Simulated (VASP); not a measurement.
# Mg2Sb3 (P-3m1) in VASP: notebook

Mg2Sb3 is run at these levels: LDA; tasks: single point, relaxation of cell and atoms.

All numbers are computed with VASP 6.6.1; they aren't measurements. Logs are shortened: lines on timing, memory, paths and dates and some standing lists are left out, and cuts for length are marked.

## Step 1: The cell of the first run

It takes space group P-3m1 (No. 164, trigonal). The conventional cell has a = 4.595 Å, b = 4.595 Å, c = 7.258 Å, α = 90.00°, β = 90.00°, γ = 120.00°. Within 3.8 Å of Mg (site symmetry 3m) lie 7 Sb at 2.90 to 3.24 Å and 3 Mg at 3.55 Å. Within 3.8 Å of Sb (site symmetry 3m) lie 3 Sb at 2.91 Å and 4 Mg at 3.05 to 3.24 Å. Sb (site symmetry -3m) has 6 Mg at 2.90 Å within 3.8 Å.

## Step 2: Single point, LDA

The input, INCAR:

```
SYSTEM = Mg2Sb3
PREC = Accurate
ENCUT = 520
EDIFF = 1E-6
ISMEAR = 0
SIGMA = 0.05
LREAL = .False.
LASPH = .True.
NELM = 60
ALGO = Normal
ISIF = 2
LWAVE = .False.
LCHARG = .False.
NBANDS = 18
```

The input, KPOINTS:

```
regular mesh
0
Gamma
  5 5 3
  0 0 0
```

The input, POSCAR:

```
Mg2Sb3
1.0
    4.5953880831      0.0000000000      0.0000000000
   -2.2976940416      3.9797228202      0.0000000000
    0.0000000000      0.0000000000      7.2582422630
Mg Sb
2 3
Direct
    0.3333333333      0.6666666667      0.1624695141
    0.6666666667      0.3333333333      0.8375304859
    0.3333333333      0.6666666667      0.5820501965
    0.6666666667      0.3333333333      0.4179498035
    0.0000000000      0.0000000000      0.0000000000
```

Potentials or basis: VASP PAW LDA potentials, release 64 (Mg, Sb).

Started as:

```bash
cat potpaw_LDA.64/Mg/POTCAR potpaw_LDA.64/Sb/POTCAR > POTCAR
mpirun -np 1 vasp_std > vasp.out
```

OUTCAR:

```text
SYSTEM = Mg2Sb3
   PREC = Accurate
   ENCUT = 520
   EDIFF = 1E-6
   ISMEAR = 0
   LREAL = .False.
   LASPH = .True.
   NELM = 60
   ISIF = 2

 ion  position               nearest neighbor table
   1  0.333  0.667  0.162-   5 2.90   5 2.90   5 2.90   3 3.05   4 3.24   4 3.24   4 3.24   2 3.55
                             2 3.55   2 3.55
   2  0.667  0.333  0.838-   5 2.90   5 2.90   5 2.90   4 3.05   3 3.24   3 3.24   3 3.24   1 3.55
                             1 3.55   1 3.55
   3  0.333  0.667  0.582-   4 2.91   4 2.91   4 2.91   1 3.05   2 3.24   2 3.24   2 3.24
   4  0.667  0.333  0.418-   3 2.91   3 2.91   3 2.91   2 3.05   1 3.24   1 3.24   1 3.24
   5  0.000  0.000  0.000-   1 2.90   2 2.90   2 2.90   1 2.90   2 2.90   1 2.90

  LATTYP: Found a hexagonal cell.
 ALAT       =     4.5953880831
 C/A-ratio  =     1.5794623069

  Lattice vectors:

 A1 = (   4.5953880831,   0.0000000000,   0.0000000000)
 A2 = (  -2.2976940416,   3.9797228202,   0.0000000000)
 A3 = (   0.0000000000,   0.0000000000,   7.2582422630)

Analysis of symmetry for initial positions (statically):
=====================================================================
 Subroutine PRICEL returns:
 Original cell was already a primitive cell.

 Routine SETGRP: Setting up the symmetry group for a
 hexagonal supercell.

 Subroutine GETGRP returns: Found 12 space group operations
 (whereof 12 operations were pure point group operations)
 out of a pool of 24 trial point group operations.

The static configuration has the point symmetry D_3d.

Analysis of symmetry for dynamics (positions and initial velocities):
=====================================================================
 Subroutine PRICEL returns:
 Original cell was already a primitive cell.

 Routine SETGRP: Setting up the symmetry group for a
 hexagonal supercell.

 Subroutine GETGRP returns: Found 12 space group operations
 (whereof 12 operations were pure point group operations)
 out of a pool of 24 trial point group operations.

The dynamic configuration has the point symmetry D_3d.

 Subroutine INISYM returns: Found 12 space group operations
 (whereof 12 operations are pure point group operations),
 and found     1 'primitive' translations

----------------------------------------------------------------------------------------

                                     Primitive cell

  volume of cell :     132.7414

  direct lattice vectors                    reciprocal lattice vectors
     4.595388083  0.000000000  0.000000000     0.217609478  0.125636890  0.000000000
    -2.297694042  3.979722820  0.000000000     0.000000000  0.251273781  0.000000000
     0.000000000  0.000000000  7.258242263     0.000000000  0.000000000  0.137774404

  length of vectors
     4.595388083  4.595388083  7.258242263     0.251273781  0.251273781  0.137774404

  position of ions in fractional coordinates (direct lattice)
     0.333333333  0.666666667  0.162469514
     0.666666667  0.333333333  0.837530486
     0.333333333  0.666666667  0.582050196
     0.666666667  0.333333333  0.417949804
     0.000000000  0.000000000  0.000000000

  ion indices of the primitive-cell ions
   primitive index   ion index
                 1           1
                 2           2
                 3           3
                 4           4
                 5           5

----------------------------------------------------------------------------------------

 KPOINTS: regular mesh

Automatic generation of k-mesh.
 Grid dimensions read from file:
 generate k-points for:    5    5    3

 Generating k-lattice:

  Cartesian coordinates                     Fractional coordinates (reciprocal lattice)
     0.043521896  0.025127378  0.000000000     0.200000000  0.000000000  0.000000000
     0.000000000  0.050254756  0.000000000     0.000000000  0.200000000  0.000000000
     0.000000000  0.000000000  0.045924801     0.000000000  0.000000000  0.333333333

  Length of vectors
     0.050254756  0.050254756  0.045924801

  Shift w.r.t. Gamma in fractional coordinates (k-lattice)
     0.000000000  0.000000000  0.000000000

 Subroutine IBZKPT returns following result:
 ===========================================

 Found     12 irreducible k-points:

 Following reciprocal coordinates:
            Coordinates               Weight
  0.000000  0.000000  0.000000      1.000000
  0.200000 -0.000000  0.000000      6.000000
  0.400000  0.000000  0.000000      6.000000
  0.200000  0.200000  0.000000      6.000000
  0.400000  0.200000  0.000000      6.000000
  0.000000  0.000000  0.333333      2.000000
  0.200000 -0.000000  0.333333      6.000000
  0.000000  0.200000  0.333333      6.000000
  0.400000  0.000000  0.333333      6.000000
  0.000000  0.400000  0.333333      6.000000
  0.200000  0.200000  0.333333     12.000000
  0.400000  0.200000  0.333333     12.000000
   k-points           NKPTS =     12   k-points in BZ     NKDIM =     12   number of bands    NBANDS=     18
   number of dos      NEDOS =    301   number of ions     NIONS =      5
   total plane-waves  NPLWV =  69984
   dimension x,y,z NGX =    36 NGY =   36 NGZ =   54
   dimension x,y,z NGXF=    72 NGYF=   72 NGZF=  108
   ions per type =               2   3
   NGX,Y,Z   is equivalent  to a cutoff of  13.02, 13.02, 12.37 a.u.
   NGXF,Y,Z  is equivalent  to a cutoff of  26.05, 26.05, 24.74 a.u.
 SYSTEM =  Mg2Sb3
   PREC   = accura    normal or accurate (medium, high low for compatibility)
   ISTART =      0    job   : 0-new  1-cont  2-samecut
   ICHARG =      2    charge: 1-file 2-atom 10-const
   ISPIN  =      1    spin polarized calculation?
   LNONCOLLINEAR =      F non collinear calculations
   LSORBIT =      F    spin-orbit coupling
   LASPH  =      T    aspherical Exc in radial PAW
   ENCUT  =  520.0 eV  38.22 Ry    6.18 a.u.   8.54  8.54 13.50*2*pi/ulx,y,z
   NELM   =     60;   NELMIN=  2; NELMDL= -5     # of ELM steps
   EDIFF  = 0.1E-05   stopping-criterion for ELM
   LREAL  =      F    real-space projection
   EDIFFG = 0.1E-04   stopping-criterion for IOM
   NSW    =      0    number of steps for IOM
   IBRION =     -1    ionic relax: 0-MD 1-quasi-New 2-CG
   NFREE  =      0    steps in history (QN), initial steepest desc. (CG)
   ISIF   =      2    stress and relaxation
   ISYM   =      2    0-nonsym 1-usesym 2-fastsym
   POTIM  = 0.5000    time-step for ionic-motion
   TEBEG  =    0.0;   TEEND  =   0.0 temperature during run
   PSTRESS=    0.0 pullay stress
   NELECT =      19.0000    total number of electrons
   NUPDOWN=      -1.0000    fix difference up-down
   EMIN   =  10.00;   EMAX   =-10.00  energy-range for DOS
   EFERMI =   0.00;   METHOD = LEGACY
   ISMEAR =     0;   SIGMA  =   0.05  broadening in eV -4-tet -1-fermi 0-gaus
   EFERMI_NEDOS =   21; number of points for ismear=-14 and -15
   IALGO  =     38    algorithm
   IMIX   =      4    mixing-type and parameters
     AMIX     =   0.40;   BMIX     =  1.00
     AMIX_MAG =   1.60;   BMIX_MAG =  1.00
  volume/ion in A,a.u.               =      26.55       179.16
  Fermi-wavevector in a.u.,A,eV,Ry     =   0.856362  1.618289  9.977904  0.733355
  Thomas-Fermi vector in A             =   1.973252
   LORBIT       =      0    0 simple, 1 ext, 2 COOP (PROOUT), +10 PAW based schemes
   GGA     = CA    functional components
   LHFCALC =     F    Hartree Fock is set to
   AEXX    =    0.0000 exact exchange contribution
   IVDW    =     0    specifies the selected vdW correction
   LEPSILON=     F    determine dielectric tensor
   LRPA    =     F    only Hartree local field effects (RPA)
 non-spin polarized calculation
 Gauss-broadening in eV      SIGMA  =   0.05
  energy-cutoff  :      520.00
  volume of cell :      132.74
 maximum number of plane-waves:      3609
 NGX is ok and might be reduce to    36
   NGX = 17   NGY = 17   NGZ = 27

 number of electron      18.9999998 magnetization

 Free energy of the ion-electron system (eV)
  ---------------------------------------------------
  ext. energy  EPLUGINS =         0.00000000
  ---------------------------------------------------
  free energy    TOTEN  =       -18.74182495 eV

  energy without entropy =      -18.74081149  energy(sigma->0) =      -18.74131822

 E-fermi :   6.1061     XC(G=0):  -9.4231

 val. band max:        5.9417124664   @ k =   0.4000   0.0000   0.3333
 cond. band min:       6.1673948474   @ k =   0.2000   0.2000   0.3333
 fundamental gap:      0.2256823810
 Fermi energy:         6.1060638667

 k-point     1 :       0.0000    0.0000    0.0000
  band No.  band energies     occupation
      1      -6.4440      2.00000
      2      -3.8986      2.00000
      3      -1.6162      2.00000
      4       2.2801      2.00000
      5       3.1338      2.00000
      6       3.1338      2.00000
[... 10 lines left out ...]
     17       9.7734      0.00000
     18       9.7734      0.00000

 k-point     2 :       0.2000   -0.0000    0.0000
  band No.  band energies     occupation
      1      -6.1176      2.00000
      2      -3.6890      2.00000
      3      -1.8715      2.00000
      4       0.8670      2.00000
      5       2.5773      2.00000
      6       2.8419      2.00000
[... 10 lines left out ...]
     17       9.9297      0.00000
     18      10.4271      0.00000

 k-point     3 :       0.4000    0.0000    0.0000
  band No.  band energies     occupation
      1      -5.2471      2.00000
      2      -3.4860      2.00000
      3      -2.8786      2.00000
      4       0.9973      2.00000
      5       1.3762      2.00000
      6       2.0025      2.00000
[... 160 lines left out ...]
 k-point    11 :       0.2000    0.2000    0.3333
  band No.  band energies     occupation
      1      -5.4488      2.00000
      2      -3.5744      2.00000
      3      -2.6119      2.00000
      4       0.8292      2.00000
      5       1.6566      2.00000
      6       2.4747      2.00000
[... 10 lines left out ...]
     17      11.5863      0.00000
     18      11.6822      0.00000

 k-point    12 :       0.4000    0.2000    0.3333
  band No.  band energies     occupation
      1      -4.6516      2.00000
      2      -3.7286      2.00000
      3      -3.1920      2.00000
      4       0.5499      2.00000
      5       1.0834      2.00000
      6       1.8398      2.00000
[... 10 lines left out ...]
     17      11.2555      0.00000
     18      12.0818      0.00000

------------------------ aborting loop because EDIFF is reached ----------------------------------------

  FORCE on cell =-STRESS in cart. coord.  units (eV):
  Direction    XX          YY          ZZ          XY          YZ          ZX
  --------------------------------------------------------------------------------------
  -------------------------------------------------------------------------------------
  Total        0.0955132      0.0955132      0.0223673     -0.0000000      0.0000000      0.0000000
  in kB        1.1528359      1.1528359      0.2699711     -0.0000000      0.0000000      0.0000000
  external PRESSURE =       0.8585477 kB  Pullay stress =       0.0000000 kB

 VOLUME and BASIS-vectors are now :
 -----------------------------------------------------------------------------
  energy-cutoff  :      520.00
  volume of cell :      132.74
      direct lattice vectors                 reciprocal lattice vectors
     4.595388083  0.000000000  0.000000000     0.217609478  0.125636890  0.000000000
    -2.297694042  3.979722820  0.000000000     0.000000000  0.251273781  0.000000000
     0.000000000  0.000000000  7.258242263     0.000000000  0.000000000  0.137774404

 POSITION                                       TOTAL-FORCE (eV/Angst)
 -----------------------------------------------------------------------------------
     -0.00000      2.65315      1.17924         0.000000     -0.000000     -0.001563
      2.29769      1.32657      6.07900         0.000000     -0.000000      0.001563
     -0.00000      2.65315      4.22466         0.000000      0.000000      0.074064
      2.29769      1.32657      3.03358        -0.000000     -0.000000     -0.074064
      0.00000      0.00000      0.00000         0.000000     -0.000000      0.000000
 -----------------------------------------------------------------------------------
    total drift:                                0.000000      0.000000      0.000000

  FREE ENERGIE OF THE ION-ELECTRON SYSTEM (eV)
  ---------------------------------------------------
  free  energy   TOTEN  =       -18.7418249541 eV

  energy  without entropy=      -18.7408114918  energy(sigma->0) =      -18.74131822
```

Wall time 46 s (1 thread of Intel Xeon 8259CL, shared host); peak memory 0.2 GiB.

Results:

```yaml
Free_energy: -18.7418 eV
Pressure: 0.1 GPa
Largest_force: 0.074 eV/Å
Band_gap_on_the_k_mesh: zero (an odd number of electrons rules out a gap without spin polarisation)
```

Forces on the atoms (eV/Å):
```
Mg   0.000  0.000 -0.002
Mg   0.000  0.000  0.002
Sb   0.000  0.000  0.074
Sb   0.000  0.000 -0.074
Sb   0.000  0.000  0.000
```

Levels at points of the mesh, in eV from the Fermi level:
```tsv
k point	band 8	band 9	band 10	band 11	band 12	band 13
(0.00, 0.00, 0.00)	-1.42	-1.11	-0.34	0.62	0.62	1.45
```

Caveat: spin-orbit coupling is left out, which moves the levels of the heavy elements.

## Step 3: Relaxation of cell and atoms, LDA

This run uses another cell than the first one, of 28.60 Å³/atom.

The input, INCAR:

```
SYSTEM = Mg2Sb3
  PREC = Accurate
  ENCUT = 600
  EDIFF = 1E-6
  ISMEAR = 0
  SIGMA = 0.05
  LREAL = .False.
  LASPH = .True.
  NELM = 100
  ALGO = Normal
  ISIF = 3
  LWAVE = .False.
  LCHARG = .False.
  GGA = CA
  IBRION = 2
  NSW = 80
  EDIFFG = -0.03
```

The input, KPOINTS:

```
Automatic mesh
0
Gamma
  5 5 3
  0 0 0
```

The input, POSCAR:

```
Mg2Sb3
1.0
    4.6953600000      0.0000000000      0.0000000000
   -2.3476800000      4.0663010399      0.0000000000
    0.0000000000      0.0000000000      7.4903300000
Mg Sb
2 3
Direct
    0.3333333333      0.6666666667      0.1648300000
    0.6666666667      0.3333333333      0.8351700000
    0.3333333333      0.6666666667      0.5802700000
    0.6666666667      0.3333333333      0.4197300000
    0.0000000000      0.0000000000      0.0000000000
```

Potentials or basis: VASP PAW LDA potentials, release 64 (Mg, Sb).

Started as:

```bash
cat potpaw_LDA.64/Mg/POTCAR potpaw_LDA.64/Sb/POTCAR > POTCAR
mpirun -np 1 vasp_std > vasp.out
```

Run time: 3 min. Hardware: 1 thread of Intel Xeon 8259CL, shared host; peak memory 0.26 GiB.

The run converged. Its results:

| Item | Value |
| --- | --- |
| Free energy | -18.7427 eV |
| Relaxed volume | 26.54 Å³/atom |
| Relaxed cell | a = 4.595 Å, b = 4.595 Å, c = 7.258 Å, α = 90.00°, β = 90.00°, γ = 120.00° |
| Space group after relaxing (to 0.1 Å) | P-3m1 (No. 164) |
| Energy gained by relaxing | 20.4 meV/atom |
| Ionic steps | 7 |
| Pressure after relaxing | 0.0 GPa |
| Largest force after relaxing | 0.019 eV/Å |
| Band gap on the k mesh | zero (an odd number of electrons rules out a gap without spin polarisation) |

Forces in eV/Å, atoms in the order of the input:
```
Mg   0.000  0.000  0.000
Mg   0.000  0.000  0.000
Sb   0.000  0.000 -0.019
Sb   0.000  0.000  0.019
Sb   0.000  0.000  0.000
```

Stress tensor (GPa, compression positive):
```
 0.04  0.00  0.00
 0.00  0.04  0.00
 0.00  0.00 -0.13
```

The path:
```tsv
step	energy change (eV)	largest force (eV/Å)	pressure (GPa)	volume (Å³)
1	0.0000	0.1507	-3.06	143.01
2	-0.0887	0.3088	0.74	132.00
3	-0.0935	0.2180	-0.04	133.91
4	-0.0980	0.1303	-0.03	133.49
5	-0.1011	0.0408	0.02	132.61
6	-0.1011	0.0272	0.02	132.69
7	-0.1019	0.0194	-0.02	132.69
```

Final structure:
```xyz
5
Lattice="4.5945 0.0000 0.0000 -2.2973 3.9790 0.0000 0.0000 0.0000 7.2580" Properties=species:S:1:pos:R:3 pbc="T T T"
Mg    0.0000    2.6527    1.1835
Mg    2.2973    1.3263    6.0745
Sb    0.0000    2.6527    4.2349
Sb    2.2973    1.3263    3.0231
Sb   -2.2973    3.9790    7.2580
```

Levels at points of the mesh, in eV from the Fermi level:
```csv
k point,band 6,band 7,band 8,band 9,band 10,band 11,band 12,band 13
"(0.00, 0.00, 0.00)",-2.96,-1.44,-1.44,-1.18,-0.34,0.59,0.59,1.43
```

Caveat: spin-orbit coupling is left out, which moves the levels of the heavy elements.
